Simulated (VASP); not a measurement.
# Cu12O: single point with PBE

System: Cu12O, a slab with vacuum.

```xyz
13
Lattice="5.1332 0.0000 0.0000 -2.5666 4.4455 0.0000 0.0000 0.0000 19.6236" Properties=species:S:1:pos:R:3 pbc="T T T"
Cu    1.2833    0.7409    4.0000
Cu    0.0000    2.9637    4.0000
Cu    3.8499    0.7409    4.0000
Cu    2.5666    2.9637    4.0000
Cu    0.0000    1.4818    6.0617
Cu   -1.2833    3.7046    6.0617
Cu    2.5666    1.4818    6.0617
Cu    1.2833    3.7046    6.0617
Cu    0.0000    0.0000    8.1236
Cu   -1.2833    2.2228    8.1236
Cu    2.5666    0.0000    8.1236
Cu    1.2833    2.2228    8.1236
O    -0.4278    1.4818    9.4420
```

| Quantity | Value |
| --- | --- |
| Program | VASP 6.6.1 |
| Task | single point |
| Functional | PBE |
| Potentials or basis | VASP PAW PBE potentials, release 64 (Cu, O) |
| Cutoff | 520 eV |
| k mesh | 6 × 6 × 1 |
| Occupations | gaussian, width 0.1 eV |
| Spin | no spin polarisation |
| Dipole correction | yes |
| Further INCAR settings | ALGO = Normal; EDIFF = 1e-07; NBANDS = 81 |

```json
{
  "Largest force": "2.029 eV/Å",
  "Band gap on the k mesh": "zero (bands 69 and 70 overlap by 0.19 eV)"
}
```

Forces on the atoms (eV/Å):
```
Cu   0.016  0.003 -0.079
Cu   0.013  0.006 -0.049
Cu  -0.007 -0.004 -0.020
Cu  -0.009 -0.003 -0.173
Cu   0.041  0.004 -0.256
Cu  -0.082 -0.013  0.136
Cu  -0.049  0.063  0.055
Cu   0.046 -0.056  0.039
Cu   0.024  0.136  0.689
Cu  -1.290  1.203 -0.905
Cu  -0.013  0.028 -0.083
Cu  -0.298 -0.140  0.492
O    1.608 -1.227  0.155
```

Levels at points of the mesh, in eV from the Fermi level:
```csv
k point,band 67,band 68,band 69,band 70,band 71,band 72
"(0.00, 0.00, 0.00)",-0.69,-0.02,0.17,0.25,0.66,1.14
"(0.50, 0.00, 0.00)",-0.90,-0.56,-0.01,0.07,0.78,0.95
"(0.00, 0.50, 0.00)",-0.94,-0.45,0.00,0.06,0.78,1.03
"(0.50, 0.50, 0.00)",-0.93,-0.38,0.02,0.04,0.77,1.09
```

Run time: 20 min on 1 thread of AMD EPYC 9R45 96-Core Processor (Zen 5), on a shared host, peak memory 0.83 GiB.

With open d or f shells a metallic result of PBE can be an artefact of self-interaction; +U or a hybrid may open a gap.
